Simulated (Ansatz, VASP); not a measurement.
Sb in VASP and in Ansatz

```xyz
2
Lattice="4.1204 0.0000 0.0000 -2.0602 3.5684 0.0000 0.0000 0.0000 27.1000" Properties=species:S:1:pos:R:3 pbc="T T T"
Sb    0.0000    2.3789    7.0079
Sb    2.0602    1.1895    8.6421
```

Alike in both runs: functional PBE; k mesh 12 × 12 × 1; occupations gaussian, width 0.03 eV; no spin polarisation.

Ansatz relaxed the structure, and its values are those at the end. VASP's run is a single point on that final structure, the one shown.

|  | VASP | Ansatz |
| --- | --- | --- |
| version | VASP 6.6.1 | Ansatz 0.2.0 |
| potentials or method | VASP PAW PBE potentials, release 64 (Sb), cutoff 400 eV | scalar-relativistic, plane waves, PAW |
| valence electrons in the cell | 10 | 30 |

Ansatz gave:

* gap on the k mesh at the Fermi level (eV): 1.31
* least direct gap on the mesh (eV): 1.59
* rms of the force components (eV/Å): 0.003

**Question.** What did VASP give for the same quantities?

**Answer.** gap on the k mesh at the Fermi level (eV): 1.31; least direct gap on the mesh (eV): 1.56; rms of the force components (eV/Å): 0.051.

VASP's potentials hold 10 valence electrons a cell and Ansatz's 30, so a difference there can come from the potentials and not from the codes. Ansatz's warnings: slab cell height set, structure snapped to symmetry.

Spin-orbit coupling is off throughout.
